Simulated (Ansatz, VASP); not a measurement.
## Two plane-wave programs on WC

INCAR

```
SYSTEM = WC
  PREC = Accurate
  ENCUT = 600
  EDIFF = 1E-6
  ISMEAR = 0
  SIGMA = 0.1
  LREAL = .FALSE.
  LASPH = .TRUE.
  NELM = 120
  ALGO = Normal
  ISIF = 2
  LWAVE = .FALSE.
  LCHARG = .FALSE.
  GGA = PS
  NBANDS = 16
  GGA_COMPAT = .FALSE.
```

KPOINTS

```
regular mesh
0
G
  8 8 8
  0 0 0
```

POSCAR

```
WC
1.0
    0.0000000000      2.1697819421      2.1697819421
    2.1697819421      0.0000000000      2.1697819421
    2.1697819421      2.1697819421      0.0000000000
W C
1 1
Direct
    0.5000000000      0.5000000000      0.5000000000
    0.0000000000      0.0000000000      0.0000000000
```

Input for Ansatz:

```yaml
crystal:
  lattice:
    - [0.0, 2.1697819421, 2.1697819421]
    - [2.1697819421, 0.0, 2.1697819421]
    - [2.1697819421, 2.1697819421, 0.0]
  atoms:
    - { symbol: W, position: [0.5, 0.5, 0.5] }
    - { symbol: C, position: [0.0, 0.0, 0.0] }
basis:
  ecutwfc: 420
kpoints:
  mp_grid: { grid: [8, 8, 8] }
hamiltonian:
  xc: pbesol
scf:
  occupations: { method: gaussian, width: 0.1 }
output:
  forces: true
  stress: true
  eigenvalues: true
```

Alike in both runs: task single point; functional PBEsol; k mesh 8 × 8 × 8; occupations gaussian, width 0.1 eV; no spin polarisation.

```csv
,VASP,Ansatz
version,VASP 6.6.1,Ansatz 0.2.0
potentials or method,"VASP PAW PBE potentials, release 64 (W_sv, C), cutoff 600 eV","scalar-relativistic, plane waves, PAW"
valence electrons in the cell,18,18
```

|  | VASP | Ansatz | Ansatz less VASP |
| --- | --- | --- | --- |
| gap on the k mesh at the Fermi level (eV) | none | none | - |
| pressure (GPa) | 2.9 | 1.9 | -1.07 |

VASP's potentials were made for PBE, not for PBEsol. A gap of «none» marks a metal or a gap that the smearing closes.

Spin-orbit coupling is off throughout.
